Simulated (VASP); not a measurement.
Input of a VASP 6.6.1 run:

Contents of INCAR:

```
PREC     = Accurate       # precision mode
ENCUT    = 520            # plane-wave cutoff, eV
EDIFF    = 1E-7           # SCF threshold, eV
ISMEAR   = 0              # smearing method
SIGMA    = 0.15           # smearing width, eV
LREAL    = False          # projectors in reciprocal space
LASPH    = True           # aspherical terms in the spheres
NELM     = 100            # most SCF steps
ALGO     = Fast           # electronic algorithm
ISIF     = 2              # what is computed and relaxed
LWAVE    = False          # write WAVECAR
LCHARG   = False          # write CHGCAR
GGA      = PE             # functional
NBANDS   = 18             # bands
```

Contents of KPOINTS:

```
Automatic mesh
0
Gamma
  21 21 10
```

The input POSCAR:

```
Ta
1.0
    2.7293546175      0.0000000000      0.0000000000
   -1.3646773087      2.3636904347      0.0000000000
    0.0000000000      0.0000000000      5.8339799629
Ta
2
Direct
    0.6666666667      0.3333333333      0.7500000000
    0.3333333333      0.6666666667      0.2500000000
```

Potentials or basis: VASP PAW PBE potentials, release 64 (Ta_pv).

The run is started by

```sh
$ cat potpaw_PBE.64/Ta_pv/POTCAR > POTCAR
$ mpirun -np 1 vasp_std > vasp.out
```

Question: Predict the pressure.

Answer: 7.3 GPa.

Question: What does it give for the band gap on the k mesh?

Answer: Zero (band 11 reaches 7.39 eV, above the bottom of band 12 at 4.60 eV).

Stress tensor (GPa, compression positive):
```
 21.89   0.00   0.00
  0.00  21.89   0.00
  0.00   0.00 -21.99
```

Caveat: spin-orbit coupling is left out, which moves the levels of the heavy elements.
